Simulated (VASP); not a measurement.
Input of a VASP 6.6.1 run:

File INCAR:

```
PREC = Accurate ; ENCUT = 520
EDIFF = 1E-7 ; ISMEAR = 0
SIGMA = 0.2 ; LREAL = F
LASPH = T ; NELM = 100
ALGO = Normal ; ISIF = 2
LWAVE = F ; LCHARG = F
GGA = PE ; NBANDS = 47
```

The input KPOINTS:

```
regular mesh
0
Gamma
  6 6 2
```

File POSCAR:

```
ZnGa4O2
1.0
    3.0340844719     -0.0000000028      0.0000000000
   -1.5170422335      2.6275942313      0.0000000000
    0.0000000000      0.0000000000     14.6205459010
Zn Ga O
1 4 2
Direct
    0.0000000000      0.0000000000      0.5000000000
    0.3333333333      0.6666666667      0.3476042971
    0.6666666667      0.3333333333      0.6523957029
    0.6666666667      0.3333333333      0.9236869775
    0.3333333333      0.6666666667      0.0763130225
    0.0000000000      0.0000000000      0.2891623718
    0.0000000000      0.0000000000      0.7108376282
```

Potentials or basis: VASP PAW PBE potentials, release 64 (Zn, Ga_d, O).

The run is started by

```console
$ cat potpaw_PBE.64/Zn/POTCAR potpaw_PBE.64/Ga_d/POTCAR potpaw_PBE.64/O/POTCAR > POTCAR
$ mpirun -np 1 vasp_std > vasp.out
```

Question: Estimate the largest force.

Answer: 0.044 eV/Å.

Question: What does it give for the pressure?

Answer: 0.5 GPa.

Question: What does it give for the band gap on the k mesh?

Answer: Zero (bands 38 and 39 overlap by 1.35 eV).

Stress tensor (GPa, compression positive):
```
0.29 0.00 0.00
0.00 0.29 0.00
0.00 0.00 0.81
```

Caveat: the k points lie up to 0.40 Å⁻¹ apart, too coarse for converged energies and pressures of a metal.
